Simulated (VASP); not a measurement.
# B24N23 (a cell with a defect): single point with PBE

B24N23 (a cell with a defect):

```
CELL_PARAMETERS angstrom
-3.83091 2.21178 -4.22685
3.83091 -2.21178 -4.22685
-3.83091 -6.63533 4.22685
ATOMIC_POSITIONS crystal
B 0.65684 0.32631 0.00511
B 0.16720 0.83458 0.99903
B 0.83265 0.00412 0.83386
B 0.33674 0.49980 0.83324
B 0.00134 0.66778 0.66554
B 0.50123 0.16856 0.66843
B 0.16638 0.33319 0.49929
B 0.66650 0.83343 0.49960
B 0.33238 0.99876 0.33278
B 0.83086 0.49854 0.33191
B 0.49996 0.66500 0.16648
B 0.99661 0.16670 0.16460
B 0.58372 0.91390 0.99930
B 0.08574 0.42377 0.99720
B 0.75918 0.59083 0.83055
B 0.24940 0.08464 0.83320
B 0.91727 0.25192 0.66661
B 0.41857 0.75007 0.66624
B 0.08296 0.91691 0.49841
B 0.58355 0.41725 0.49997
B 0.24814 0.58277 0.33161
B 0.75038 0.08179 0.33234
B 0.41306 0.24964 0.16673
B 0.91597 0.74598 0.16226
N 0.35301 0.02036 0.99948
N 0.01749 0.19322 0.83417
N 0.52608 0.68552 0.83472
N 0.18770 0.85423 0.66567
N 0.69027 0.35634 0.66956
N 0.35377 0.52045 0.49911
N 0.85394 0.02050 0.49935
N 0.51911 0.18558 0.33287
N 0.01765 0.68387 0.32860
N 0.68780 0.84789 0.16359
N 0.18028 0.35628 0.16359
N 0.76846 0.10287 0.00007
N 0.27198 0.60535 0.99930
N 0.93918 0.77484 0.83147
N 0.43750 0.27110 0.83421
N 0.10527 0.43827 0.66639
N 0.60422 0.93824 0.66654
N 0.27064 0.10417 0.49980
N 0.77080 0.60394 0.49967
N 0.43651 0.77047 0.33289
N 0.93608 0.26954 0.33253
N 0.59876 0.43509 0.16872
N 0.10233 0.93556 0.16482
```

```
Program                : VASP 6.6.1
Task                   : single point
Functional             : PBE
Potentials or basis    : VASP PAW PBE potentials, release 64 (B, N)
Cutoff                 : 520 eV
k mesh                 : 2 × 2 × 2
Occupations            : gaussian, width 0.05 eV
Spin                   : collinear spin
Dipole correction      : no
Further INCAR settings : LREAL = Auto; ALGO = Normal; EDIFF = 1e-06; NBANDS = 126
```

```yaml
Pressure: -1.1 GPa
Largest_force: 0.044 eV/Å
Band_gap_on_the_k_mesh: 0.56 eV
Net_moment: 1.00 μB per cell
Site_moments: B +0.32, +0.01, +0.00, +0.04, +0.10, -0.02 (each value once); N +0.00, -0.00, +0.01 (each value once) μB
Valence_electrons_inside_the_program's_atomic_spheres: B 1.99, 2.02, 2.03, 2.00, 2.01, 1.89, 1.92, 1.86 (each value once); N 3.97, 3.96, 3.95, 3.98, 3.99 (each value once)
```

Forces in eV/Å, atoms in the order of the input:
```
B    0.017  0.011 -0.012
B   -0.002  0.002 -0.006
B    0.002 -0.008 -0.009
B    0.001 -0.004  0.002
B    0.002  0.005 -0.003
B    0.000 -0.007 -0.009
B   -0.001 -0.003 -0.005
B   -0.002 -0.003 -0.005
B    0.007 -0.006 -0.009
B   -0.005 -0.001 -0.012
B    0.009  0.002  0.003
B   -0.004  0.000 -0.016
B    0.011  0.002 -0.008
B    0.014  0.010  0.001
B   -0.039 -0.011  0.017
B    0.000 -0.002 -0.004
B    0.007  0.009  0.001
B    0.006  0.003 -0.001
B    0.000  0.006  0.001
B   -0.001 -0.003  0.003
B   -0.006  0.002 -0.005
B    0.003 -0.008  0.001
B    0.010 -0.002 -0.003
B    0.005  0.001  0.004
N   -0.008  0.001  0.011
N   -0.015 -0.004  0.002
N    0.005  0.004  0.004
N   -0.008 -0.002  0.002
N    0.011  0.013  0.005
N    0.002  0.002  0.008
N    0.003 -0.003  0.002
N   -0.006  0.005  0.012
N   -0.002 -0.003  0.005
N   -0.012 -0.002  0.001
N    0.000  0.000  0.007
N    0.009  0.001  0.001
N   -0.006 -0.004  0.003
N   -0.002  0.002  0.004
N   -0.006  0.000  0.006
N    0.001 -0.002 -0.003
N    0.008  0.002  0.003
N   -0.003  0.002 -0.001
N    0.002  0.002 -0.003
N   -0.001  0.001  0.004
N    0.004 -0.006 -0.002
N    0.002 -0.005  0.001
N   -0.010 -0.001  0.004
```

Stress tensor (GPa, compression positive):
```
-3.69  0.31 -0.67
 0.31 -3.20 -1.84
-0.67 -1.84  3.52
```

Levels at points of the mesh, in eV from the valence-band top:
Spin up:
```
           k point  band 92  band 93  band 94  band 95  band 96  band 97
(0.00, 0.00, 0.00)    -4.15    -4.13     0.00     0.56     0.68     1.80
(0.50, 0.00, 0.00)    -4.76    -4.17    -0.16     0.63     0.86     3.34
(0.00, 0.50, 0.50)    -4.76    -4.12    -0.11     0.73     0.77     3.32
(0.00, 0.50, 0.00)    -4.75    -4.11    -0.11     0.70     0.82     3.30
(0.50, 0.00, 0.50)    -4.75    -4.17    -0.17     0.67     0.85     3.33
(0.50, 0.50, 0.00)    -4.86    -4.17    -0.20     0.73     0.86     3.53
(0.00, 0.00, 0.50)    -4.32    -3.97    -0.08     0.58     0.81     2.53
(0.50, 0.50, 0.50)    -4.89    -4.23    -0.15     0.78     0.92     2.90
```
Spin down:
| k point | band 90 | band 91 | band 92 | band 93 | band 94 | band 95 | band 96 | band 97 |
| --- | --- | --- | --- | --- | --- | --- | --- | --- |
| (0.00, 0.00, 0.00) | -4.38 | -4.14 | -4.11 | -4.00 | 0.68 | 0.82 | 1.33 | 1.86 |
| (0.50, 0.00, 0.00) | -5.30 | -5.12 | -4.75 | -3.88 | 0.73 | 0.92 | 1.35 | 3.35 |
| (0.00, 0.50, 0.50) | -5.28 | -5.10 | -4.75 | -3.79 | 0.80 | 0.91 | 1.28 | 3.33 |
| (0.00, 0.50, 0.00) | -5.26 | -5.10 | -4.74 | -3.78 | 0.80 | 0.89 | 1.31 | 3.32 |
| (0.50, 0.00, 0.50) | -5.31 | -5.10 | -4.74 | -3.89 | 0.70 | 0.96 | 1.35 | 3.35 |
| (0.50, 0.50, 0.00) | -5.36 | -5.20 | -4.86 | -3.85 | 0.82 | 1.06 | 1.17 | 3.55 |
| (0.00, 0.00, 0.50) | -4.88 | -4.49 | -4.32 | -3.71 | 0.71 | 0.98 | 1.11 | 2.55 |
| (0.50, 0.50, 0.50) | -5.21 | -4.92 | -4.88 | -3.92 | 0.87 | 1.13 | 1.22 | 2.95 |

Wall time 4.4 min on 4 MPI ranks on AMD EPYC 7R43 64-Core Processor (Zen 3), on a shared host, peak memory 0.42 GiB a rank.

Caveat: the k points lie up to 0.55 Å⁻¹ apart.
